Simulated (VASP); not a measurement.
Wanted: the native input for a VASP 6.6.1 run.

- Task: single point
- Functional: r2SCAN
- Potentials or basis: VASP PAW PBE potentials, release 64 (B, N)
- Cutoff: 520 eV
- k mesh: 12 × 12 × 4
- Occupations: gaussian, width 0.05 eV
- Spin: no spin polarisation
- Dipole correction: no
- Further INCAR settings: ALGO = Normal; EDIFF = 1e-07; NBANDS = 16

Crystal: BN.

```
CELL_PARAMETERS angstrom
2.50098 0.00000 0.00000
-1.25049 2.16591 0.00000
0.00000 0.00000 6.87416
ATOMIC_POSITIONS crystal
B 0.33333 0.66667 0.25000
B 0.66667 0.33333 0.75000
N 0.29300 0.77685 0.75000
N 0.66667 0.33333 0.25000
```

This cell differs from its parent crystal: atom 3 (N) moved -0.338 Å along Cartesian [1 -1 0].

The input as run:

POSCAR

```
BN
1.0
    2.5009753125      0.0000000000      0.0000000000
   -1.2504876563      2.1659081548      0.0000000000
    0.0000000000      0.0000000000      6.8741616654
B N
2 2
Direct
    0.3333333333      0.6666666667      0.2500000000
    0.6666666667      0.3333333333      0.7500000000
    0.2930031709      0.7768507195      0.7500000000
    0.6666666667      0.3333333333      0.2500000000
```

INCAR.step1

```
SYSTEM = BN
PREC     = Accurate       ! precision mode
ENCUT    = 520            ! plane-wave cutoff, eV
ISMEAR   = 0              ! smearing method
SIGMA    = 0.05           ! smearing width, eV
LREAL    = .FALSE.        ! projectors in reciprocal space
LASPH    = .TRUE.         ! aspherical terms in the spheres
NELM     = 80             ! most SCF steps
NBANDS   = 16             ! bands
GGA      = PE             ! functional
ALGO     = Normal         ! electronic algorithm
EDIFF    = 1E-4           ! SCF threshold, eV
LWAVE    = .TRUE.         ! write WAVECAR
LCHARG   = .FALSE.        ! write CHGCAR
```

INCAR.step2

```
SYSTEM = BN
PREC     = Accurate       ! precision mode
ENCUT    = 520            ! plane-wave cutoff, eV
EDIFF    = 1E-7           ! SCF threshold, eV
ISMEAR   = 0              ! smearing method
SIGMA    = 0.05           ! smearing width, eV
LREAL    = .FALSE.        ! projectors in reciprocal space
LASPH    = .TRUE.         ! aspherical terms in the spheres
NELM     = 80             ! most SCF steps
ALGO     = Normal         ! electronic algorithm
ISIF     = 2              ! what is computed and relaxed
LWAVE    = .FALSE.        ! write WAVECAR
LCHARG   = .FALSE.        ! write CHGCAR
METAGGA  = R2SCAN         ! meta-GGA
LMIXTAU  = .TRUE.       
NBANDS   = 16             ! bands
ISTART   = 1
```

KPOINTS

```
Automatic mesh
0
G
  12 12 4
  0 0 0
```

Potentials or basis: VASP PAW PBE potentials, release 64 (B, N).

Run with:

```console
$ cat potpaw_PBE.64/B/POTCAR potpaw_PBE.64/N/POTCAR > POTCAR
$ cp INCAR.step1 INCAR
$ mpirun -np 1 vasp_std > vasp.out
$ cp INCAR.step2 INCAR
$ mpirun -np 1 vasp_std > vasp.out
```

It gave:

* Pressure: 16.4 GPa
* Largest force: 10.684 eV/Å
* Band gap on the k mesh: 2.27 eV (least direct gap 3.41 eV)

Caveat: the cell differs from its parent crystal (atom 3 (N) moved -0.338 Å along Cartesian [1 -1 0]); the cell stands under pressure; the PAW data sets were made with another functional, which shifts forces and pressure a little.

It took 5.5 min on 1 thread of Intel(R) Xeon(R) Platinum 8488C (Sapphire Rapids), on a shared host, peak memory 0.24 GiB.
